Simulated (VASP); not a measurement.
**TaN: electric field gradients with PBE**

The system is TaN.

```
Ta N
1.0
     5.18500    0.00000    0.00000
    -2.59250    4.49034    0.00000
     0.00000    0.00000    2.84984
Ta N
3 3
Direct
  0.00000 0.00000 0.00000
  0.33333 0.66667 0.50000
  0.66667 0.33333 0.50000
  0.50000 0.00000 0.00000
  0.50000 0.50000 0.00000
  0.00000 0.50000 0.00000
```

This cell differs from its parent crystal: zz strain of -2 %.

| Property | Result |
| --- | --- |
| Program | VASP 6.6.1 |
| Task | electric field gradients |
| Functional | PBE |
| Potentials or basis | VASP PAW PBE potentials, release 64 (Ta_pv, N) |
| Cutoff | 520 eV |
| k mesh | 5 × 5 × 8 |
| Occupations | fermi-dirac, width 0.03 eV |
| Spin | no spin polarisation |
| Dipole correction | no |
| Further INCAR settings | ALGO = Normal; EDIFF = 1e-08; NBANDS = 33 |

```json
{"Pressure": "20.4 GPa", "Band gap on the k mesh": "zero (bands 24 and 25 overlap by 2.27 eV)", "Largest electric field gradient by atom": "Ta -346.6, -385.6 (each value once); N +33.0 V/Å²"}
```

Stress tensor (GPa, compression positive):
```
16.05  0.00  0.00
 0.00 16.05  0.00
 0.00  0.00 28.96
```

Levels at points of the mesh, in eV from the Fermi level:
| k point | band 20 | band 21 | band 22 | band 23 | band 24 | band 25 | band 26 | band 27 | band 28 | band 29 |
| --- | --- | --- | --- | --- | --- | --- | --- | --- | --- | --- |
| (0.00, 0.00, 0.00) | -3.28 | -3.17 | -2.75 | -2.34 | -1.40 | -1.40 | 0.95 | 0.95 | 1.08 | 2.26 |
| (0.00, 0.00, 0.50) | -3.90 | -3.37 | -3.37 | -2.11 | 0.87 | 0.87 | 1.71 | 1.79 | 2.45 | 2.45 |

Electric field gradients, principal values (V/Å²):
| atom | least | middle | greatest (by size) |
| --- | --- | --- | --- |
| 1 Ta | 173.280 | 173.280 | -346.561 |
| 2 Ta | 192.781 | 192.783 | -385.564 |
| 3 Ta | 192.781 | 192.783 | -385.564 |
| 4 N | -6.020 | -26.942 | 32.961 |
| 5 N | -6.021 | -26.942 | 32.963 |
| 6 N | -6.020 | -26.942 | 32.961 |

Run time: 49 s on 1 thread of Intel(R) Xeon(R) Platinum 8375C CPU @ 2.90GHz (Ice Lake), on a shared host, peak memory 0.21 GiB.

Caveat: the cell differs from its parent crystal (zz strain of -2 %); the cell stands under pressure; without QUAD_EFG the Cq values of the log hold for a quadrupole moment of 1 mb, not for the nuclei; spin-orbit coupling is left out, which moves the levels of the heavy elements.
